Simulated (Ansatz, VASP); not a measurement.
**One calculation of SiB6, two programs**

```
CELL_PARAMETERS angstrom
0.00000 3.45265 3.45265
3.45265 0.00000 3.45265
3.45265 3.45265 0.00000
ATOMIC_POSITIONS crystal
Si 0.00000 0.00000 0.00000
B 0.83715 0.83715 0.83715
B 0.83715 0.83715 0.48855
B 0.83715 0.48855 0.83715
B 0.48855 0.83715 0.83715
B 0.25000 0.25000 0.25000
B 0.50000 0.50000 0.50000
```

Alike in both runs: functional PBE; k mesh 4 × 4 × 4; occupations gaussian, width 0.2 eV; no spin polarisation.

Ansatz relaxed the structure, and its values are those at the end. VASP's run is a single point on that final structure, the one shown.

|  | VASP | Ansatz |
| --- | --- | --- |
| version | VASP 6.6.1 | Ansatz 0.2.0 |
| potentials or method | VASP PAW PBE potentials, release 64 (Si, B), cutoff 500 eV | scalar-relativistic, plane waves, PAW |
| valence electrons in the cell | 22 | 22 |

|  | VASP | Ansatz | Ansatz less VASP |
| --- | --- | --- | --- |
| gap on the k mesh at the Fermi level (eV) | none | none | - |
| pressure (GPa) | 0.4 | 0.5 | +0.05 |
| rms of the force components (eV/Å) | 0.030 | 0.016 | -0.0140 |

A gap of «none» marks a metal or a gap that the smearing closes. With one functional, cell and mesh, what is left measures potentials, basis and numerics.

The k mesh is coarse, so the values compare programs but aren't converged.
